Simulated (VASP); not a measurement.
Set up this calculation in VASP 6.6.1, as the native input.

```
Task                   : single point
Functional             : PBEsol
Potentials or basis    : VASP PAW PBE potentials, release 64 (Pt, S)
Cutoff                 : 520 eV
k mesh                 : 10 × 10 × 6
Occupations            : gaussian, width 0.01 eV
Spin                   : no spin polarisation
Dipole correction      : no
Further INCAR settings : ALGO = Normal; EDIFF = 1e-07; NBANDS = 18
```

The structure of PtS2 lies in POSCAR:

```
PtS2
1.0
    3.5555108979      0.0000000000      0.0000000000
   -1.7777554490      3.0791627610      0.0000000000
    0.0000000000      0.0000000000      4.7134217635
Pt S
1 2
Direct
    0.0000000000      0.0000000000      0.0000000000
    0.3333333333      0.6666666667      0.2553919699
    0.6666666667      0.3333333333      0.7446080301
```

These files were run (other wordings do the same):

INCAR

```
SYSTEM = PtS2
ALGO     = Normal         ! electronic algorithm
EDIFF    = 1E-7           ! SCF threshold, eV
ENCUT    = 520            ! plane-wave cutoff, eV
GGA      = PS             ! functional
ISIF     = 2              ! what is computed and relaxed
ISMEAR   = 0              ! smearing method
LASPH    = .TRUE.         ! aspherical terms in the spheres
LCHARG   = .TRUE.         ! write CHGCAR
LELF     = .TRUE.         ! ELF
LREAL    = .FALSE.        ! projectors in reciprocal space
LVHAR    = .TRUE.       
LWAVE    = .FALSE.        ! write WAVECAR
NBANDS   = 18             ! bands
NELM     = 100            ! most SCF steps
PREC     = Accurate       ! precision mode
SIGMA    = 0.01           ! smearing width, eV
```

KPOINTS

```
k-points
0
G
  10 10 6
  0 0 0
```

Potentials or basis: VASP PAW PBE potentials, release 64 (Pt, S).

Launch:

```console
$ cat potpaw_PBE.64/Pt/POTCAR potpaw_PBE.64/S/POTCAR > POTCAR
$ mpirun -np 1 vasp_std > vasp.out
```

It gave:

The pressure is 1.0 GPa. The largest force is 0.024 eV/Å and the band gap on the k mesh is 0.14 eV (least direct gap 0.91 eV).

Caveat: the PAW data sets were made with another functional, which shifts forces and pressure a little; spin-orbit coupling is left out, which moves the levels of the heavy elements.

Run time: 87 s on 1 thread of Intel Xeon 8259CL, with other jobs on the host, peak memory 0.22 GiB.
